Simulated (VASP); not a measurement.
**Sr2TeO: single point with PBE**

The system is Sr2TeO.

```
CELL_PARAMETERS angstrom
2.06883 1.19444 7.03545
-2.06883 1.19444 7.03545
0.00000 -2.38888 7.03545
ATOMIC_POSITIONS crystal
O 0.00000 0.00000 0.00000
Te 0.50000 0.50000 0.50000
Sr 0.26816 0.26816 0.26816
Sr 0.73184 0.73184 0.73184
```

```json
{
  "Program": "VASP 6.6.1",
  "Task": "single point",
  "Functional": "PBE",
  "Potentials or basis": "VASP PAW PBE potentials, release 64 (O, Te, Sr_sv)",
  "Cutoff": "520 eV",
  "k mesh": "4 × 4 × 4",
  "Occupations": "gaussian, width 0.01 eV",
  "Spin": "no spin polarisation"
}
```

The pressure is 1.0 GPa and the largest force is 0.079 eV/Å. The band gap on the k mesh is 1.04 eV (least direct gap 1.13 eV).

Forces in eV/Å, atoms in the order of the input:
```
O    0.000  0.000  0.000
Te   0.000  0.000  0.000
Sr   0.000  0.000 -0.079
Sr   0.000  0.000  0.079
```

Levels at points of the mesh, in eV from the valence-band top:
```csv
k point,band 13,band 14,band 15,band 16,band 17,band 18,band 19,band 20
"(0.00, 0.00, 0.00)",-2.82,-1.50,0.00,0.00,1.13,3.11,3.11,3.47
"(0.50, 0.00, 0.00)",-2.68,-2.47,-2.17,-0.87,1.99,2.40,3.63,4.58
"(0.50, 0.50, 0.00)",-2.71,-2.40,-1.82,-0.83,1.04,3.61,3.92,4.48
"(0.50, 0.50, 0.50)",-2.77,-2.77,-0.18,-0.18,2.13,3.12,3.56,3.56
```

It took 110 s on 1 thread of AMD EPYC 7R43 64-Core Processor (Zen 3) (shared host), peak memory 0.35 GiB.

Caveat: the k points lie up to 0.44 Å⁻¹ apart; spin-orbit coupling is left out, which moves the levels of the heavy elements. A k mesh can miss the band edges.
